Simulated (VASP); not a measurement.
# BiTe (P-3m1) in VASP: relaxation of cell and atoms with PBE

Aim: the relaxation of cell and atoms of BiTe with PBE.

Everything below comes from runs of VASP 6.6.1. Logs are shortened: lines on timing, memory, paths and dates and some standing lists are left out, and cuts for length are marked.

## (1) The cell of the first run

The structure is trigonal, space group P-3m1 (No. 164). The conventional cell has a = 4.422 Å, b = 4.422 Å, c = 24.050 Å, α = 90.00°, β = 90.00°, γ = 120.00°. Bi (site symmetry 3m) has 6 Te at 3.09 to 3.28 Å within 4.1 Å. Bi (site symmetry 3m) has 6 Te at 3.07 to 3.21 Å within 4.0 Å. Bi (site symmetry 3m) has 3 Bi at 3.22 Å and 3 Te at 3.45 Å within 4.2 Å. Within 4.1 Å of Te (site symmetry 3m) lie 3 Bi at 3.09 Å and 3 Te at 3.61 Å. Te (site symmetry 3m) has 6 Bi at 3.21 to 3.28 Å within 4.2 Å. Te (site symmetry 3m) has 6 Bi at 3.07 to 3.45 Å within 4.0 Å.

## (2) Relaxation of cell and atoms, PBE

INCAR reads:

```
PREC = Accurate
ENCUT = 600
EDIFF = 1E-6
ISMEAR = 0
SIGMA = 0.1
LREAL = F
LASPH = T
NELM = 100
ALGO = Normal
ISIF = 3
LWAVE = F
LCHARG = F
GGA = PE
IBRION = 2
NSW = 90
EDIFFG = -0.04
```

KPOINTS reads:

```
Automatic mesh
0
Gamma
  6 6 1
```

POSCAR reads:

```
BiTe
1.0
    4.4219981227      0.0000000000      0.0000000000
   -2.2109990613      3.8295627097      0.0000000000
    0.0000000000      0.0000000000     24.0500000000
Bi Te
6 6
Direct
    0.0000000000      0.0000000000      0.1252000000
    0.0000000000      0.0000000000      0.8748000000
    0.3333333333      0.6666666667      0.2922000000
    0.6666666667      0.3333333333      0.7078000000
    0.6666666667      0.3333333333      0.4593000000
    0.3333333333      0.6666666667      0.5407000000
    0.3333333333      0.6666666667      0.0530000000
    0.6666666667      0.3333333333      0.9470000000
    0.6666666667      0.3333333333      0.2111000000
    0.3333333333      0.6666666667      0.7889000000
    0.0000000000      0.0000000000      0.3631000000
    0.0000000000      0.0000000000      0.6369000000
```

Potentials or basis: VASP PAW PBE potentials, release 64 (Bi_d, Te).

Started as:

```
$ cat potpaw_PBE.64/Bi_d/POTCAR potpaw_PBE.64/Te/POTCAR > POTCAR
$ mpirun -np 1 vasp_std > vasp.out
```

OUTCAR:

```text
PREC = Accurate
   ENCUT = 600
   EDIFF = 1E-6
   ISMEAR = 0
   LREAL = F
   LASPH = T
   NELM = 100
   ISIF = 3
   GGA = PE
   IBRION = 2
   NSW = 90
   EDIFFG = -0.04

 ion  position               nearest neighbor table
   1  0.000  0.000  0.125-   7 3.09   7 3.09   7 3.09   9 3.28   9 3.28   9 3.28
   2  0.000  0.000  0.875-   8 3.09   8 3.09   8 3.09  10 3.28  10 3.28  10 3.28
   3  0.333  0.667  0.292-  11 3.07  11 3.07  11 3.07   9 3.21   9 3.21   9 3.21
   4  0.667  0.333  0.708-  12 3.07  12 3.07  12 3.07  10 3.21  10 3.21  10 3.21
   5  0.667  0.333  0.459-   6 3.22   6 3.22   6 3.22  11 3.45  11 3.45  11 3.45
   6  0.333  0.667  0.541-   5 3.22   5 3.22   5 3.22  12 3.45  12 3.45  12 3.45
   7  0.333  0.667  0.053-   1 3.09   1 3.09   1 3.09   8 3.61   8 3.61   8 3.61
   8  0.667  0.333  0.947-   2 3.09   2 3.09   2 3.09   7 3.61   7 3.61   7 3.61
   9  0.667  0.333  0.211-   3 3.21   3 3.21   3 3.21   1 3.28   1 3.28   1 3.28
  10  0.333  0.667  0.789-   4 3.21   4 3.21   4 3.21   2 3.28   2 3.28   2 3.28
  11  0.000  0.000  0.363-   3 3.07   3 3.07   3 3.07   5 3.45   5 3.45   5 3.45
  12  0.000  0.000  0.637-   4 3.07   4 3.07   4 3.07   6 3.45   6 3.45   6 3.45

  LATTYP: Found a hexagonal cell.
 ALAT       =     4.4219981227
 C/A-ratio  =     5.4387178223

  Lattice vectors:

 A1 = (   4.4219981227,   0.0000000000,   0.0000000000)
 A2 = (  -2.2109990613,   3.8295627097,   0.0000000000)
 A3 = (   0.0000000000,   0.0000000000,  24.0500000000)

Analysis of symmetry for initial positions (statically):
=====================================================================
 Subroutine PRICEL returns:
 Original cell was already a primitive cell.

 Routine SETGRP: Setting up the symmetry group for a
 hexagonal supercell.

 Subroutine GETGRP returns: Found 12 space group operations
 (whereof 12 operations were pure point group operations)
 out of a pool of 24 trial point group operations.

The static configuration has the point symmetry D_3d.

Analysis of symmetry for dynamics (positions and initial velocities):
=====================================================================
 Subroutine PRICEL returns:
 Original cell was already a primitive cell.

 Routine SETGRP: Setting up the symmetry group for a
 hexagonal supercell.

 Subroutine GETGRP returns: Found 12 space group operations
 (whereof 12 operations were pure point group operations)
 out of a pool of 24 trial point group operations.

The dynamic configuration has the point symmetry D_3d.

 Subroutine INISYM returns: Found 12 space group operations
 (whereof 12 operations are pure point group operations),
 and found     1 'primitive' translations

----------------------------------------------------------------------------------------

                                     Primitive cell

  volume of cell :     407.2704

  direct lattice vectors                    reciprocal lattice vectors
     4.421998123  0.000000000  0.000000000     0.226142113  0.130563210  0.000000000
    -2.210999061  3.829562710  0.000000000     0.000000000  0.261126420  0.000000000
     0.000000000  0.000000000 24.050000000     0.000000000  0.000000000  0.041580042

  length of vectors
     4.421998123  4.421998123 24.050000000     0.261126420  0.261126420  0.041580042

  position of ions in fractional coordinates (direct lattice)
     0.000000000  0.000000000  0.125200000
     0.000000000  0.000000000  0.874800000
     0.333333333  0.666666667  0.292200000
     0.666666667  0.333333333  0.707800000
     0.666666667  0.333333333  0.459300000
     0.333333333  0.666666667  0.540700000
     0.333333333  0.666666667  0.053000000
     0.666666667  0.333333333  0.947000000
     0.666666667  0.333333333  0.211100000
     0.333333333  0.666666667  0.788900000
     0.000000000  0.000000000  0.363100000
     0.000000000  0.000000000  0.636900000

  ion indices of the primitive-cell ions
   primitive index   ion index
                 1           1
                 2           2
                 3           3
                 4           4
                 5           5
                 6           6
                 7           7
                 8           8
                 9           9
                10          10
                11          11
                12          12

----------------------------------------------------------------------------------------

 KPOINTS: Automatic mesh

Automatic generation of k-mesh.
 Grid dimensions read from file:
 generate k-points for:    6    6    1

 Generating k-lattice:

  Cartesian coordinates                     Fractional coordinates (reciprocal lattice)
     0.037690352  0.021760535  0.000000000     0.166666667 -0.000000000  0.000000000
     0.000000000  0.043521070  0.000000000     0.000000000  0.166666667  0.000000000
     0.000000000  0.000000000  0.041580042     0.000000000  0.000000000  1.000000000

  Length of vectors
     0.043521070  0.043521070  0.041580042

  Shift w.r.t. Gamma in fractional coordinates (k-lattice)
     0.000000000  0.000000000  0.000000000

 Subroutine IBZKPT returns following result:
 ===========================================

 Found      7 irreducible k-points:

 Following reciprocal coordinates:
            Coordinates               Weight
  0.000000  0.000000  0.000000      1.000000
  0.166667  0.000000  0.000000      6.000000
  0.333333  0.000000  0.000000      6.000000
  0.500000  0.000000  0.000000      3.000000
  0.166667  0.166667  0.000000      6.000000
  0.333333  0.166667  0.000000     12.000000
  0.333333  0.333333  0.000000      2.000000
   k-points           NKPTS =      7   k-points in BZ     NKDIM =      7   number of bands    NBANDS=     75
   number of dos      NEDOS =    301   number of ions     NIONS =     12
   total plane-waves  NPLWV = 248832
   dimension x,y,z NGX =    36 NGY =   36 NGZ =  192
   dimension x,y,z NGXF=    72 NGYF=   72 NGZF=  384
   ions per type =               6   6
   NGX,Y,Z   is equivalent  to a cutoff of  13.53, 13.53, 13.27 a.u.
   NGXF,Y,Z  is equivalent  to a cutoff of  27.07, 27.07, 26.54 a.u.
 SYSTEM =  unknown system
   PREC   = accura    normal or accurate (medium, high low for compatibility)
   ISTART =      0    job   : 0-new  1-cont  2-samecut
   ICHARG =      2    charge: 1-file 2-atom 10-const
   ISPIN  =      1    spin polarized calculation?
   LNONCOLLINEAR =      F non collinear calculations
   LSORBIT =      F    spin-orbit coupling
   LASPH  =      T    aspherical Exc in radial PAW
   ENCUT  =  600.0 eV  44.10 Ry    6.64 a.u.   8.83  8.83 48.03*2*pi/ulx,y,z
   NELM   =    100;   NELMIN=  2; NELMDL= -5     # of ELM steps
   EDIFF  = 0.1E-05   stopping-criterion for ELM
   LREAL  =      F    real-space projection
   EDIFFG = -.4E-01   stopping-criterion for IOM
   NSW    =     90    number of steps for IOM
   IBRION =      2    ionic relax: 0-MD 1-quasi-New 2-CG
   NFREE  =      1    steps in history (QN), initial steepest desc. (CG)
   ISIF   =      3    stress and relaxation
   ISYM   =      2    0-nonsym 1-usesym 2-fastsym
   POTIM  = 0.5000    time-step for ionic-motion
   TEBEG  =    0.0;   TEEND  =   0.0 temperature during run
   PSTRESS=    0.0 pullay stress
   NELECT =     126.0000    total number of electrons
   NUPDOWN=      -1.0000    fix difference up-down
   EMIN   =  10.00;   EMAX   =-10.00  energy-range for DOS
   EFERMI =   0.00;   METHOD = LEGACY
   ISMEAR =     0;   SIGMA  =   0.10  broadening in eV -4-tet -1-fermi 0-gaus
   EFERMI_NEDOS =   21; number of points for ismear=-14 and -15
   IALGO  =     38    algorithm
   IMIX   =      4    mixing-type and parameters
     AMIX     =   0.40;   BMIX     =  1.00
     AMIX_MAG =   1.60;   BMIX_MAG =  1.00
  volume/ion in A,a.u.               =      33.94       229.03
  Fermi-wavevector in a.u.,A,eV,Ry     =   1.107229  2.092359 16.680141  1.225956
  Thomas-Fermi vector in A             =   2.243740
   LORBIT       =      0    0 simple, 1 ext, 2 COOP (PROOUT), +10 PAW based schemes
   GGA     = PE    functional components
   LHFCALC =     F    Hartree Fock is set to
   AEXX    =    0.0000 exact exchange contribution
   IVDW    =     0    specifies the selected vdW correction
   LEPSILON=     F    determine dielectric tensor
   LRPA    =     F    only Hartree local field effects (RPA)
 conjugate gradient relaxation of ions
 non-spin polarized calculation
 Gauss-broadening in eV      SIGMA  =   0.10
  energy-cutoff  :      600.00
  volume of cell :      407.27
 maximum number of plane-waves:     13620
 NGX is ok and might be reduce to    36
   NGX = 17   NGY = 17   NGZ = 97

--------------------------------------- Ionic step        1  -------------------------------------------

 number of electron     126.0000013 magnetization

 Free energy of the ion-electron system (eV)
  ---------------------------------------------------
  ext. energy  EPLUGINS =         0.00000000
  ---------------------------------------------------
  free energy    TOTEN  =       -44.28922365 eV

  energy without entropy =      -44.28856811  energy(sigma->0) =      -44.28889588

------------------------ aborting loop because EDIFF is reached ----------------------------------------

  FORCE on cell =-STRESS in cart. coord.  units (eV):
  Direction    XX          YY          ZZ          XY          YZ          ZX
  --------------------------------------------------------------------------------------
  -------------------------------------------------------------------------------------
  Total        4.5560424      4.5560424      2.7531010      0.0000000      0.0000000      0.0000000
  in kB       17.9231987     17.9231987     10.8305349      0.0000000      0.0000000      0.0000000
  external PRESSURE =      15.5589774 kB  Pullay stress =       0.0000000 kB
[... 119 lines left out ...]
  FREE ENERGIE OF THE ION-ELECTRON SYSTEM (eV)
  ---------------------------------------------------
  free  energy   TOTEN  =       -44.4830525872 eV

  energy  without entropy=      -44.4826935401  energy(sigma->0) =      -44.48287306

[... ionic steps 4 to 13 ...]

--------------------------------------- Ionic step       14  -------------------------------------------

 number of electron     126.0000018 magnetization

------------------------ aborting loop because EDIFF is reached ----------------------------------------

  FORCE on cell =-STRESS in cart. coord.  units (eV):
  Direction    XX          YY          ZZ          XY          YZ          ZX
  --------------------------------------------------------------------------------------
  -------------------------------------------------------------------------------------
  Total        0.1621707      0.1621707     -0.0822904      0.0000000     -0.0000000     -0.0000000
  in kB        0.6054661      0.6054661     -0.3072323      0.0000000     -0.0000000     -0.0000000
  external PRESSURE =       0.3012333 kB  Pullay stress =       0.0000000 kB
[... 77 lines left out ...]
  energy  without entropy=      -44.6113080979  energy(sigma->0) =      -44.61211074

--------------------------------------- Ionic step       16  -------------------------------------------

 number of electron     126.0000013 magnetization

 Free energy of the ion-electron system (eV)
  ---------------------------------------------------
  ext. energy  EPLUGINS =         0.00000000
  ---------------------------------------------------
  free energy    TOTEN  =       -44.61231781 eV

  energy without entropy =      -44.61050401  energy(sigma->0) =      -44.61141091

 E-fermi :   5.7404     XC(G=0):  -9.1031

 val. band max:        5.5908359090   @ k =   0.1667   0.0000   0.0000
 cond. band min:       5.8272192046   @ k =   0.0000   0.0000   0.0000
 fundamental gap:      0.2363832956
 Fermi energy:         5.7404086426

 k-point     1 :       0.0000    0.0000    0.0000
  band No.  band energies     occupation
      1     -17.6631      2.00000
      2     -17.6631      2.00000
      3     -17.6631      2.00000
      4     -17.6631      2.00000
      5     -17.6512      2.00000
      6     -17.6512      2.00000
[... 574 lines left out ...]
  FREE ENERGIE OF THE ION-ELECTRON SYSTEM (eV)
  ---------------------------------------------------
  free  energy   TOTEN  =       -44.6123178117 eV

  energy  without entropy=      -44.6105040130  energy(sigma->0) =      -44.61141091

 reached required accuracy - stopping structural energy minimisation
```

Run time: 37 min. Hardware: 1 thread of Intel Xeon 6975P-C (Granite Rapids), shared host; peak memory 0.7 GiB.

Results:

| Property | Result |
| --- | --- |
| Free energy | -44.6123 eV |
| Relaxed volume | 36.03 Å³/atom |
| Relaxed cell | a = 4.495 Å, b = 4.495 Å, c = 24.702 Å, α = 90.00°, β = 90.00°, γ = 120.00° |
| Space group after relaxing (to 0.1 Å) | P-3m1 (No. 164) |
| Energy gained by relaxing | 26.9 meV/atom |
| Ionic steps | 16 |
| Pressure after relaxing | -0.2 GPa |
| Largest force after relaxing | 0.027 eV/Å |
| Band gap on the k mesh | 0.24 eV (least direct gap 0.26 eV) |

Forces in eV/Å, atoms in the order of the input:
```
Bi   0.000  0.000 -0.008
Bi   0.000  0.000  0.008
Bi   0.000  0.000  0.010
Bi   0.000  0.000 -0.010
Bi   0.000  0.000  0.027
Bi   0.000  0.000 -0.027
Te   0.000  0.000  0.024
Te   0.000  0.000 -0.024
Te   0.000  0.000  0.000
Te   0.000  0.000  0.000
Te   0.000  0.000 -0.005
Te   0.000  0.000  0.005
```

The path:
```
step  energy change (eV)  largest force (eV/Å)  pressure (GPa)  volume (Å³)
   1              0.0000                1.2301            1.56       407.27
   2             -0.1921                0.8941           -0.63       427.00
   3             -0.1938                0.8585           -0.84       429.11
   4             -0.2942                0.2162           -0.24       426.09
   5             -0.3012                0.1238            0.00       425.08
   6             -0.3066                0.0915            0.06       425.00
   7             -0.3101                0.0537            0.13       424.91
   8             -0.3086                0.1916            0.30       424.71
   9             -0.3109                0.1001            0.19       424.84
  10             -0.3138                0.0949           -0.06       427.52
  11             -0.3139                0.0938           -0.10       427.96
  12             -0.3165                0.0675           -0.08       428.12
  13             -0.3201                0.0789            0.02       428.57
  14             -0.3222                0.0509            0.03       429.13
  15             -0.3237                0.0465            0.05       430.25
  16             -0.3231                0.0273           -0.16       432.30
```

Final structure:
```
Bi Te
1.0
     4.49534    0.00000    0.00000
    -2.24767    3.89307    0.00000
     0.00000    0.00000   24.70202
Bi Te
6 6
Direct
  0.00000 0.00000 0.12656
  0.00000 0.00000 0.87344
  0.33333 0.66667 0.29066
  0.66667 0.33333 0.70934
  0.66667 0.33333 0.46611
  0.33333 0.66667 0.53389
  0.33333 0.66667 0.05775
  0.66667 0.33333 0.94225
  0.66667 0.33333 0.20929
  0.33333 0.66667 0.79071
  0.00000 0.00000 0.36041
  0.00000 0.00000 0.63959
```

Caveat: spin-orbit coupling is left out, which moves the levels of the heavy elements; an odd mesh through Γ misses points on the zone boundary, where band edges can lie; this functional lacks dispersion, which binds the layers, so the pressure and a relaxed spacing across them are unreliable.
